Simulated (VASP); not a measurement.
# GaS2 (P4/mmm) in VASP: notebook

The runs below take GaS2 through single point, relaxation of cell and atoms, with PBE.

Program: VASP 6.6.1. These are calculated values, not measurements. Logs are shortened: lines on timing, memory, paths and dates and some standing lists are left out, and cuts for length are marked.

### Step 1. The cell of the first run

The structure is tetragonal, space group P4/mmm (No. 123). Conventional cell: a = 3.644 Å, b = 3.644 Å, c = 4.852 Å, α = 90.00°, β = 90.00°, γ = 90.00°. Within 3.9 Å of Ga (site symmetry 4/mmm) lie 8 S at 2.94 Å and 4 Ga at 3.64 Å. Within 2.7 Å of S (site symmetry 4mm) lie 1 S at 2.01 Å.

The cell was built from a structure type or drawn by symmetry, and may not be a known phase.

### Step 2. Single point, PBE

INCAR reads:

```
ALGO = Normal ; EDIFF = 1E-6
ENCUT = 520 ; GGA = PE
ISIF = 2 ; ISMEAR = 0
LASPH = T ; LCHARG = T
LELF = T ; LREAL = F
LVHAR = T ; LWAVE = F
NBANDS = 20 ; NELM = 80
PREC = Accurate ; SIGMA = 0.1
```

KPOINTS reads:

```
k-points
0
Gamma
  14 14 10
```

POSCAR reads:

```
GaS2
1.0
    3.6437461284      0.0000000000      0.0000000000
    0.0000000000      3.6437461284      0.0000000000
    0.0000000000      0.0000000000      4.8518585384
Ga S
1 2
Direct
    0.0000000000      0.0000000000      0.0000000000
    0.5000000000      0.5000000000      0.2924997309
    0.5000000000      0.5000000000      0.7075002691
```

Potentials or basis: VASP PAW PBE potentials, release 64 (Ga_d, S).

Run with:

```
$ cat potpaw_PBE.64/Ga_d/POTCAR potpaw_PBE.64/S/POTCAR > POTCAR
$ mpirun -np 1 vasp_std > vasp.out
```

OUTCAR:

```text
EDIFF = 1E-6
   ENCUT = 520
   GGA = PE
   ISIF = 2
   ISMEAR = 0
   LASPH = T
   LREAL = F
   NELM = 80
   PREC = Accurate

 ion  position               nearest neighbor table
   1  0.000  0.000  0.000-
   2  0.500  0.500  0.292-   3 2.01
   3  0.500  0.500  0.708-   2 2.01

  LATTYP: Found a simple tetragonal cell.
 ALAT       =     3.6437461284
 C/A-ratio  =     1.3315577890

  Lattice vectors:

 A1 = (   3.6437461284,   0.0000000000,   0.0000000000)
 A2 = (   0.0000000000,   3.6437461284,   0.0000000000)
 A3 = (   0.0000000000,   0.0000000000,   4.8518585384)

Analysis of symmetry for initial positions (statically):
=====================================================================
 Subroutine PRICEL returns:
 Original cell was already a primitive cell.

 Routine SETGRP: Setting up the symmetry group for a
 simple tetragonal supercell.

 Subroutine GETGRP returns: Found 16 space group operations
 (whereof 16 operations were pure point group operations)
 out of a pool of 16 trial point group operations.

The static configuration has the point symmetry D_4h.

Analysis of symmetry for dynamics (positions and initial velocities):
=====================================================================
 Subroutine PRICEL returns:
 Original cell was already a primitive cell.

 Routine SETGRP: Setting up the symmetry group for a
 simple tetragonal supercell.

 Subroutine GETGRP returns: Found 16 space group operations
 (whereof 16 operations were pure point group operations)
 out of a pool of 16 trial point group operations.

The dynamic configuration has the point symmetry D_4h.

 Subroutine INISYM returns: Found 16 space group operations
 (whereof 16 operations are pure point group operations),
 and found     1 'primitive' translations

----------------------------------------------------------------------------------------

                                     Primitive cell

  volume of cell :      64.4176

  direct lattice vectors                    reciprocal lattice vectors
     3.643746128  0.000000000  0.000000000     0.274442830  0.000000000  0.000000000
[... 76 lines left out ...]
   NGX,Y,Z   is equivalent  to a cutoff of  12.78, 12.78, 12.34 a.u.
   NGXF,Y,Z  is equivalent  to a cutoff of  25.55, 25.55, 24.67 a.u.
 SYSTEM =  unknown system
   PREC   = accura    normal or accurate (medium, high low for compatibility)
   ISTART =      0    job   : 0-new  1-cont  2-samecut
   ICHARG =      2    charge: 1-file 2-atom 10-const
   ISPIN  =      1    spin polarized calculation?
   LNONCOLLINEAR =      F non collinear calculations
   LSORBIT =      F    spin-orbit coupling
   LASPH  =      T    aspherical Exc in radial PAW
   ENCUT  =  520.0 eV  38.22 Ry    6.18 a.u.   6.77  6.77  9.02*2*pi/ulx,y,z
   NELM   =     80;   NELMIN=  2; NELMDL= -5     # of ELM steps
   EDIFF  = 0.1E-05   stopping-criterion for ELM
   LREAL  =      F    real-space projection
   EDIFFG = 0.1E-04   stopping-criterion for IOM
   NSW    =      0    number of steps for IOM
   IBRION =     -1    ionic relax: 0-MD 1-quasi-New 2-CG
   NFREE  =      0    steps in history (QN), initial steepest desc. (CG)
   ISIF   =      2    stress and relaxation
   ISYM   =      2    0-nonsym 1-usesym 2-fastsym
   POTIM  = 0.5000    time-step for ionic-motion
   TEBEG  =    0.0;   TEEND  =   0.0 temperature during run
   PSTRESS=    0.0 pullay stress
   NELECT =      25.0000    total number of electrons
   NUPDOWN=      -1.0000    fix difference up-down
   EMIN   =  10.00;   EMAX   =-10.00  energy-range for DOS
   EFERMI =   0.00;   METHOD = LEGACY
   ISMEAR =     0;   SIGMA  =   0.10  broadening in eV -4-tet -1-fermi 0-gaus
   EFERMI_NEDOS =   21; number of points for ismear=-14 and -15
   IALGO  =     38    algorithm
   IMIX   =      4    mixing-type and parameters
     AMIX     =   0.40;   BMIX     =  1.00
     AMIX_MAG =   1.60;   BMIX_MAG =  1.00
  volume/ion in A,a.u.               =      21.47       144.90
  Fermi-wavevector in a.u.,A,eV,Ry     =   1.194135  2.256588 19.401338  1.425958
  Thomas-Fermi vector in A             =   2.330132
   LORBIT       =      0    0 simple, 1 ext, 2 COOP (PROOUT), +10 PAW based schemes
   GGA     = PE    functional components
   LHFCALC =     F    Hartree Fock is set to
   AEXX    =    0.0000 exact exchange contribution
   IVDW    =     0    specifies the selected vdW correction
   LEPSILON=     F    determine dielectric tensor
   LRPA    =     F    only Hartree local field effects (RPA)
 non-spin polarized calculation
 Gauss-broadening in eV      SIGMA  =   0.10
  energy-cutoff  :      520.00
  volume of cell :       64.42
 maximum number of plane-waves:      1756
 NGX is ok and might be reduce to    28
   NGX = 13   NGY = 13   NGZ = 19

 number of electron      25.0000002 magnetization

 Free energy of the ion-electron system (eV)
  ---------------------------------------------------
  ext. energy  EPLUGINS =         0.00000000
  ---------------------------------------------------
  free energy    TOTEN  =       -11.06664231 eV

  energy without entropy =      -11.05816462  energy(sigma->0) =      -11.06240347

 E-fermi :   4.2567     XC(G=0):  -9.5906

 val. band max:        4.2544393048   @ k =   0.5000   0.0714   0.2000
 cond. band min:       4.2712632125   @ k =   0.2857   0.0714   0.5000
 fundamental gap:      0.0168239077
 Fermi energy:         4.2566914094

 k-point     1 :       0.0000    0.0000    0.0000
  band No.  band energies     occupation
      1     -11.5546      2.00000
      2     -10.2469      2.00000
      3     -10.2341      2.00000
      4     -10.2102      2.00000
      5     -10.2102      2.00000
      6     -10.2057      2.00000
[... 541 lines left out ...]
     19      13.0398      0.00000
     20      14.0763      0.00000

 [... further k-points ...]
[... 5 lines left out ...]
  --------------------------------------------------------------------------------------
  -------------------------------------------------------------------------------------
  Total        0.0077223      0.0077223     -0.3154842      0.0000000      0.0000000      0.0000000
  in kB        0.1920660      0.1920660     -7.8466419      0.0000000      0.0000000      0.0000000
  external PRESSURE =      -2.4875033 kB  Pullay stress =       0.0000000 kB

 VOLUME and BASIS-vectors are now :
 -----------------------------------------------------------------------------
  energy-cutoff  :      520.00
  volume of cell :       64.42
      direct lattice vectors                 reciprocal lattice vectors
     3.643746128  0.000000000  0.000000000     0.274442830  0.000000000  0.000000000
     0.000000000  3.643746128  0.000000000     0.000000000  0.274442830  0.000000000
     0.000000000  0.000000000  4.851858538     0.000000000  0.000000000  0.206106586

 POSITION                                       TOTAL-FORCE (eV/Angst)
 -----------------------------------------------------------------------------------
      0.00000      0.00000      0.00000         0.000000      0.000000      0.000000
      1.82187      1.82187      1.41917         0.000000     -0.000000      0.158563
      1.82187      1.82187      3.43269         0.000000      0.000000     -0.158563
 -----------------------------------------------------------------------------------
    total drift:                               -0.000000      0.000000      0.000000

  FREE ENERGIE OF THE ION-ELECTRON SYSTEM (eV)
  ---------------------------------------------------
  free  energy   TOTEN  =       -11.0666423073 eV

  energy  without entropy=      -11.0581646243  energy(sigma->0) =      -11.06240347
```

OSZICAR:

```text
N       E                     dE             d eps       ncg     rms          rms(c)
DAV:   1     0.170213638933E+03    0.17021E+03   -0.11749E+04  9060   0.157E+03
DAV:   2     0.790956134415E+01   -0.16230E+03   -0.15507E+03  9692   0.370E+02
DAV:   3    -0.106140904021E+02   -0.18524E+02   -0.18171E+02 10616   0.978E+01
DAV:   4    -0.111988588918E+02   -0.58477E+00   -0.58114E+00 10684   0.176E+01
DAV:   5    -0.112137314155E+02   -0.14873E-01   -0.14856E-01 10888   0.268E+00    0.123E+01
DAV:   6    -0.110740612683E+02    0.13967E+00   -0.30347E-01 12720   0.538E+00    0.743E+00
DAV:   7    -0.110665458194E+02    0.75154E-02   -0.82961E-02 10420   0.167E+00    0.133E+00
DAV:   8    -0.110663076133E+02    0.23821E-03   -0.90710E-03 11032   0.941E-01    0.130E-01
DAV:   9    -0.110664678038E+02   -0.16019E-03   -0.11065E-03 10280   0.321E-01    0.415E-02
DAV:  10    -0.110666006144E+02   -0.13281E-03   -0.15205E-04  9672   0.737E-02    0.193E-02
DAV:  11    -0.110666379529E+02   -0.37338E-04   -0.34473E-05  9828   0.383E-02    0.770E-03
DAV:  12    -0.110666419908E+02   -0.40379E-05   -0.46268E-06  9936   0.127E-02    0.345E-03
DAV:  13    -0.110666423073E+02   -0.31654E-06   -0.71309E-07  8204   0.589E-03
   1 F= -.11066642E+02 E0= -.11062403E+02  d E =-.847768E-02
```

stdout:

```text
POSCAR found type information on POSCAR GaS
 POSCAR found :  2 types and       3 ions
 scaLAPACK will be used
 LDA part: xc-table for (Slater+PW92), standard interpolation
 POSCAR, INCAR and KPOINTS ok, starting setup
 FFT: planning ... GRIDC
 FFT: planning ... GRID_SOFT
 FFT: planning ... GRID
 WAVECAR not read
 entering main loop
```

Run time: 92 s. Hardware: 1 thread of Intel Xeon 6975P-C (Granite Rapids), shared host; peak memory 0.36 GiB.

Results:

```yaml
Free_energy: -11.0666 eV
Pressure: -0.2 GPa
Largest_force: 0.159 eV/Å
Band_gap_on_the_k_mesh: zero (an odd number of electrons rules out a gap without spin polarisation)
```

Forces on the atoms (eV/Å):
```
Ga   0.000  0.000  0.000
S    0.000  0.000  0.159
S    0.000  0.000 -0.159
```

### Step 3. Relaxation of cell and atoms, PBE

This run uses another cell than the first one, of 21.04 Å³/atom.

INCAR reads:

```
SYSTEM = GaS2
PREC = Accurate ; ENCUT = 600
EDIFF = 1E-6 ; ISMEAR = 0
SIGMA = 0.1 ; LREAL = .FALSE.
LASPH = .TRUE. ; NELM = 80
ALGO = Normal ; ISIF = 3
LWAVE = .FALSE. ; LCHARG = .FALSE.
GGA = PE ; IBRION = 2
NSW = 100 ; EDIFFG = -0.01
```

KPOINTS reads:

```
regular mesh
0
G
  14 14 10
  0 0 0
```

POSCAR reads:

```
GaS2
1.0
    3.5981998443      0.0000000000      0.0000000000
    0.0000000000      3.5981998443      0.0000000000
    0.0000000000      0.0000000000      4.8749984682
Ga S
1 2
Direct
    0.0000000000      0.0000000000      0.0000000000
    0.5000000000      0.5000000000      0.2917579582
    0.5000000000      0.5000000000      0.7082420418
```

Potentials or basis: VASP PAW PBE potentials, release 64 (Ga_d, S).

Run with:

```
$ cat potpaw_PBE.64/Ga_d/POTCAR potpaw_PBE.64/S/POTCAR > POTCAR
$ mpirun -np 1 vasp_std > vasp.out
```

OUTCAR:

```text
SYSTEM = GaS2
   PREC = Accurate
   ENCUT = 600
   EDIFF = 1E-6
   ISMEAR = 0
   LREAL = .FALSE.
   LASPH = .TRUE.
   NELM = 80
   ISIF = 3
   GGA = PE
   IBRION = 2
   NSW = 100
   EDIFFG = -0.01

 ion  position               nearest neighbor table
   1  0.000  0.000  0.000-
   2  0.500  0.500  0.292-   3 2.03
   3  0.500  0.500  0.708-   2 2.03

  LATTYP: Found a simple tetragonal cell.
 ALAT       =     3.5981998443
 C/A-ratio  =     1.3548437216

  Lattice vectors:

 A1 = (   3.5981998443,   0.0000000000,   0.0000000000)
 A2 = (   0.0000000000,   3.5981998443,   0.0000000000)
 A3 = (   0.0000000000,   0.0000000000,   4.8749984682)

Analysis of symmetry for initial positions (statically):
=====================================================================
 Subroutine PRICEL returns:
 Original cell was already a primitive cell.

 Routine SETGRP: Setting up the symmetry group for a
 simple tetragonal supercell.

 Subroutine GETGRP returns: Found 16 space group operations
 (whereof 16 operations were pure point group operations)
 out of a pool of 16 trial point group operations.

The static configuration has the point symmetry D_4h.

Analysis of symmetry for dynamics (positions and initial velocities):
=====================================================================
 Subroutine PRICEL returns:
 Original cell was already a primitive cell.

 Routine SETGRP: Setting up the symmetry group for a
 simple tetragonal supercell.

 Subroutine GETGRP returns: Found 16 space group operations
 (whereof 16 operations were pure point group operations)
 out of a pool of 16 trial point group operations.

The dynamic configuration has the point symmetry D_4h.

[... 120 lines left out ...]
     AMIX_MAG =   1.60;   BMIX_MAG =  1.00
  volume/ion in A,a.u.               =      21.04       141.98
  Fermi-wavevector in a.u.,A,eV,Ry     =   1.202282  2.271984 19.666989  1.445483
  Thomas-Fermi vector in A             =   2.338068
   LORBIT       =      0    0 simple, 1 ext, 2 COOP (PROOUT), +10 PAW based schemes
   GGA     = PE    functional components
   LHFCALC =     F    Hartree Fock is set to
   AEXX    =    0.0000 exact exchange contribution
   IVDW    =     0    specifies the selected vdW correction
   LEPSILON=     F    determine dielectric tensor
   LRPA    =     F    only Hartree local field effects (RPA)
 conjugate gradient relaxation of ions
 non-spin polarized calculation
 Gauss-broadening in eV      SIGMA  =   0.10
  energy-cutoff  :      600.00
  volume of cell :       63.12
 maximum number of plane-waves:      2134
 NGX is ok and might be reduce to    30
   NGX = 15   NGY = 15   NGZ = 19

--------------------------------------- Ionic step        1  -------------------------------------------

 number of electron      25.0000007 magnetization

 Free energy of the ion-electron system (eV)
  ---------------------------------------------------
  ext. energy  EPLUGINS =         0.00000000
  ---------------------------------------------------
  free energy    TOTEN  =       -11.05807318 eV

  energy without entropy =      -11.05039210  energy(sigma->0) =      -11.05423264

------------------------ aborting loop because EDIFF is reached ----------------------------------------

  FORCE on cell =-STRESS in cart. coord.  units (eV):
  Direction    XX          YY          ZZ          XY          YZ          ZX
  --------------------------------------------------------------------------------------
  -------------------------------------------------------------------------------------
  Total        0.3524647      0.3524647     -0.7171470      0.0000000     -0.0000000      0.0000000
  in kB        8.9470763      8.9470763    -18.2042878      0.0000000     -0.0000000      0.0000000
  external PRESSURE =      -0.1033784 kB  Pullay stress =       0.0000000 kB
[... 283 lines left out ...]
--------------------------------------- Ionic step        9  -------------------------------------------

 number of electron      25.0000000 magnetization

 Free energy of the ion-electron system (eV)
  ---------------------------------------------------
  ext. energy  EPLUGINS =         0.00000000
  ---------------------------------------------------
  free energy    TOTEN  =       -11.06772417 eV

  energy without entropy =      -11.05916252  energy(sigma->0) =      -11.06344335

 E-fermi :   4.2596     XC(G=0):  -9.5839

 val. band max:        4.2433164371   @ k =   0.2143   0.0714   0.4000
 cond. band min:       4.2623654642   @ k =   0.5000   0.0714   0.2000
 fundamental gap:      0.0190490270
 Fermi energy:         4.2595786450

 k-point     1 :       0.0000    0.0000    0.0000
  band No.  band energies     occupation
      1     -11.6086      2.00000
      2     -10.2482      2.00000
      3     -10.2361      2.00000
      4     -10.2119      2.00000
      5     -10.2119      2.00000
      6     -10.2072      2.00000
[... 433 lines left out ...]
      3     -10.2224      2.00000
      4     -10.2182      2.00000
      5     -10.2038      2.00000
      6     -10.1990      2.00000
[... 8 lines left out ...]
     15       7.6046      0.00000
     16       9.4553      0.00000

 [... further k-points ...]
[... 5 lines left out ...]
  --------------------------------------------------------------------------------------
  -------------------------------------------------------------------------------------
  Total        0.0102337      0.0102337     -0.0083012      0.0000000     -0.0000000      0.0000000
  in kB        0.2542724      0.2542724     -0.2062575      0.0000000     -0.0000000      0.0000000
  external PRESSURE =       0.1007624 kB  Pullay stress =       0.0000000 kB
[... 18 lines left out ...]
  FREE ENERGIE OF THE ION-ELECTRON SYSTEM (eV)
  ---------------------------------------------------
  free  energy   TOTEN  =       -11.0677241746 eV

  energy  without entropy=      -11.0591625189  energy(sigma->0) =      -11.06344335

 reached required accuracy - stopping structural energy minimisation
```

OSZICAR:

```text
N       E                     dE             d eps       ncg     rms          rms(c)
DAV:   1     0.165438438721E+03    0.16544E+03   -0.13216E+04  7032   0.214E+03
DAV:   2     0.378716133133E+01   -0.16165E+03   -0.15954E+03  8200   0.417E+02
DAV:   3    -0.108573887089E+02   -0.14645E+02   -0.14413E+02  8680   0.102E+02
[... 70 lines left out ...]
DAV:   1    -0.110677303918E+02   -0.22695E-04   -0.11377E-03  7392   0.245E-01    0.654E-02
DAV:   2    -0.110677290735E+02    0.13183E-05   -0.91050E-05  8672   0.943E-02    0.144E-02
DAV:   3    -0.110677252891E+02    0.37844E-05   -0.54648E-06  8568   0.231E-02    0.719E-03
DAV:   4    -0.110677241811E+02    0.11080E-05   -0.24553E-06  7616   0.156E-02    0.239E-03
DAV:   5    -0.110677241746E+02    0.64765E-08   -0.38316E-07  4232   0.579E-03
   9 F= -.11067724E+02 E0= -.11063443E+02  d E =-.189644E-05
```

It took 9.1 min on 1 thread of Intel Xeon 6975P-C (Granite Rapids), shared host; peak memory 0.39 GiB.

What came out:

- Free energy: -11.0677 eV
- Relaxed volume: 21.49 Å³/atom
- Relaxed cell: a = 3.646 Å, b = 3.646 Å, c = 4.849 Å, α = 90.00°, β = 90.00°, γ = 90.00°
- Space group after relaxing (to 0.1 Å): P4/mmm (No. 123)
- Energy gained by relaxing: 3.2 meV/atom
- Ionic steps: 9
- Pressure after relaxing: 0.0 GPa
- Largest force after relaxing: 0.004 eV/Å
- Band gap on the k mesh: zero (an odd number of electrons rules out a gap without spin polarisation)

Forces in eV/Å, atoms in the order of the input:
```
Ga   0.000  0.000  0.000
S    0.000  0.000 -0.004
S    0.000  0.000  0.004
```

The path:
| step | energy change (eV) | largest force (eV/Å) | pressure (GPa) | volume (Å³) |
| --- | --- | --- | --- | --- |
| 1 | 0.0000 | 0.3142 | -0.01 | 63.12 |
| 2 | -0.0012 | 0.4337 | 1.39 | 63.10 |
| 3 | -0.0061 | 0.0532 | 0.73 | 63.11 |
| 4 | -0.0090 | 0.0288 | 0.31 | 63.90 |
| 5 | -0.0096 | 0.0062 | -0.06 | 64.67 |
| 6 | -0.0097 | 0.0101 | -0.02 | 64.53 |
| 7 | -0.0096 | 0.0115 | 0.06 | 64.48 |
| 8 | -0.0096 | 0.0170 | -0.04 | 64.49 |
| 9 | -0.0097 | 0.0040 | 0.01 | 64.48 |

Final structure:
```cif
data_structure
_symmetry_space_group_name_H-M 'P 1'
_symmetry_Int_Tables_number 1
_cell_length_a 3.6465
_cell_length_b 3.6465
_cell_length_c 4.8495
_cell_angle_alpha 90.000
_cell_angle_beta 90.000
_cell_angle_gamma 90.000
_cell_volume 64.48
loop_
_atom_site_label
_atom_site_type_symbol
_atom_site_fract_x
_atom_site_fract_y
_atom_site_fract_z
_atom_site_occupancy
Ga1 Ga 0.00000 0.00000 0.00000 1
S1 S 0.50000 0.50000 0.29354 1
S2 S 0.50000 0.50000 0.70646 1
```
